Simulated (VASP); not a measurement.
# Ta: relaxation of cell and atoms with LDA

Ta:

```
CELL_PARAMETERS angstrom
2.90037 0.00000 0.00000
-1.45019 2.51180 0.00000
0.00000 0.00000 5.16627
ATOMIC_POSITIONS crystal
Ta 0.66667 0.33333 0.75000
Ta 0.33333 0.66667 0.25000
```

This isn't the form of Ta at room conditions, which is bcc.

| Quantity | Value |
| --- | --- |
| Program | VASP 6.6.1 |
| Task | relaxation of cell and atoms |
| Functional | LDA |
| Potentials or basis | VASP PAW LDA potentials, release 64 (Ta_sv_GW) |
| Cutoff | 500 eV |
| k mesh | 11 × 11 × 5 |
| Occupations | gaussian, width 0.1 eV |
| Spin | no spin polarisation |
| Dipole correction | no |
| Further INCAR settings | ALGO = Normal; EDIFF = 1e-07; IBRION = 2; EDIFFG = -0.005; NSW = 80; ISIF = 3 |

```
Relaxed volume                        : 17.65 Å³/atom
Relaxed cell                          : a = 2.833 Å, b = 2.833 Å, c = 5.079 Å, α = 90.00°, β = 90.00°, γ = 120.00°
Space group after relaxing (to 0.1 Å) : P6_3/mmc (No. 194)
Energy gained by relaxing             : 48.9 meV/atom
Ionic steps                           : 8
Pressure after relaxing               : 0.0 GPa
Band gap on the k mesh                : zero (bands 13 and 14 overlap by 1.79 eV)
```

The path:
| step | energy change (eV) | largest force (eV/Å) | pressure (GPa) | volume (Å³) |
| --- | --- | --- | --- | --- |
| 1 | 0.0000 | 0.0000 | -12.53 | 37.64 |
| 2 | 0.5691 | 0.0000 | 45.61 | 30.17 |
| 3 | -0.0971 | 0.0000 | -1.09 | 35.48 |
| 4 | -0.0977 | 0.0000 | -0.13 | 35.33 |
| 5 | -0.0977 | 0.0000 | 0.09 | 35.28 |
| 6 | -0.0977 | 0.0000 | -0.10 | 35.32 |
| 7 | -0.0977 | 0.0000 | -0.05 | 35.31 |
| 8 | -0.0977 | 0.0000 | -0.02 | 35.31 |

Final structure:
```
Ta
1.0
     2.83334    0.00000    0.00000
    -1.41667    2.45374    0.00000
     0.00000    0.00000    5.07886
Ta
2
Direct
  0.66667 0.33333 0.75000
  0.33333 0.66667 0.25000
```

Levels at points of the mesh, in eV from the Fermi level:
| k point | band 10 | band 11 | band 12 | band 13 | band 14 | band 15 | band 16 | band 17 |
| --- | --- | --- | --- | --- | --- | --- | --- | --- |
| (0.00, 0.00, 0.00) | -5.12 | -0.78 | 0.17 | 0.53 | 0.53 | 1.13 | 1.13 | 3.12 |

It took 3.5 min on 1 thread of Intel(R) Xeon(R) Platinum 8259CL CPU @ 2.50GHz (Skylake/Cascade Lake), on a shared host, peak memory 0.17 GiB.

Caveat: spin-orbit coupling is left out, which moves the levels of the heavy elements.
